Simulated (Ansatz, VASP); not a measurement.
One calculation of Rb2H3, two programs

```
Rb H
1.0
     4.17516    0.00000    0.00000
    -2.08758    3.61579    0.00000
     0.00000    0.00000    6.49586
Rb H
2 3
Cartesian
  0.0000 2.4105 1.5915
  2.0876 1.2053 4.9044
  0.0000 0.0000 0.0000
  0.0000 2.4105 4.1898
  2.0876 1.2053 2.3060
```

Alike in both runs: task relaxation of cell and atoms; functional PBE; k mesh 6 × 6 × 4; occupations gaussian, width 0.1 eV; no spin polarisation.

|  | VASP | Ansatz |
| --- | --- | --- |
| version | VASP 6.6.1 | Ansatz 0.2.0 |
| potentials or method | VASP PAW PBE potentials, release 64 (Rb_sv, H), cutoff 600 eV | scalar-relativistic, plane waves, PAW |
| valence electrons in the cell | 21 | 21 |

```csv
,VASP,Ansatz,Ansatz less VASP
"gap on the k mesh at the Fermi level, each at its own relaxed structure (eV)",none,none,-
relaxed volume (Å³/atom),25.16,24.91,-0.253
relaxed length of the cell vector where the two differ most in proportion (Å),6.039,5.994,-0.0448
```

A gap of «none» marks a metal or a gap that the smearing closes.

Noted on VASP's run: the volume moved by over 15 % at a fixed basis, so the end points are rough.
